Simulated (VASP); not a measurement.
Wanted: the native input for a VASP 6.6.1 run.

* Task: single point
* Functional: PBE
* Potentials or basis: VASP PAW PBE potentials, release 64 (Lu)
* Cutoff: 520 eV
* k mesh: 7 × 7 × 9
* Occupations: fermi-dirac, width 0.08 eV
* Spin: no spin polarisation
* Dipole correction: no
* Further INCAR settings: ALGO = Normal; EDIFF = 1e-06; NBANDS = 44

The structure of Lu lies in POSCAR:

```
Lu
1.0
    5.4509058630      0.0000000000      0.0000000000
   -2.7254529315      4.7206229510      0.0000000000
    0.0000000000      0.0000000000      3.4288776574
Lu
3
Direct
    0.0000000000      0.0000000000      0.0000000000
    0.3333333333      0.6666666667      0.5000000000
    0.6666666667      0.3333333333      0.5000000000
```

This isn't the form of Lu at room conditions, which is hcp.

One way to write it, as run:

INCAR

```
SYSTEM = Lu
ALGO = Normal
EDIFF = 1E-6
ENCUT = 520
GGA = PE
ISIF = 2
ISMEAR = -1
LASPH = .TRUE.
LCHARG = .TRUE.
LELF = .TRUE.
LREAL = .FALSE.
LVHAR = .TRUE.
LWAVE = .FALSE.
NBANDS = 44
NELM = 80
PREC = Accurate
SIGMA = 0.08
```

KPOINTS

```
k-points
0
G
  7 7 9
  0 0 0
```

Potentials or basis: VASP PAW PBE potentials, release 64 (Lu).

The run is started by

```console
$ cat potpaw_PBE.64/Lu/POTCAR > POTCAR
$ mpirun -np 1 vasp_std > vasp.out
```

It gave:

| Item | Value |
| --- | --- |
| Pressure | -0.3 GPa |
| Band gap on the k mesh | zero (an odd number of electrons rules out a gap without spin polarisation) |

Caveat: spin-orbit coupling is left out, which moves the levels of the heavy elements.

Run time: 3.7 min on 1 thread of Oxide Virtual Turin-like Processor, on a shared host, peak memory 0.26 GiB.
